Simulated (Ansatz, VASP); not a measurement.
**One calculation of BaS, two programs**

```
Ba S
1.0
     3.83376   -0.07418    0.00000
    -0.07418    3.83376    0.00000
     0.00000    0.00000    3.83376
Ba S
1 1
Direct
  0.00000 0.00000 0.00000
  0.50000 0.50000 0.50000
```

Change from the starting cell: shear_xy strain -3.9%.

Alike in both runs: task single point; functional HSE06; k mesh 4 × 4 × 4; no spin polarisation.

|  | VASP | Ansatz |
| --- | --- | --- |
| version | VASP 6.6.1 | Ansatz 0.2.0 |
| potentials or method | VASP PAW PBE potentials, release 64 (Ba_sv, S) | plane waves, PAW |
| plane-wave cutoff (eV) | 400 | 420 |
| occupations | gaussian, width 0.01 eV | fixed |
| valence electrons in the cell | 16 | 16 |

VASP gave:

* gap on the k mesh at the Fermi level (eV): 2.34
* pressure (GPa): 0.6
* traceless stress, the component that is largest in VASP (GPa): 0.48

What did Ansatz give for the same quantities?

gap on the k mesh at the Fermi level (eV): 2.45; pressure (GPa): -0.3; traceless stress, the component that is largest in VASP (GPa): 0.39.

Ansatz's warnings: stress exchange threshold loose, stress scf threshold loose.

Neither program's run includes spin-orbit coupling.
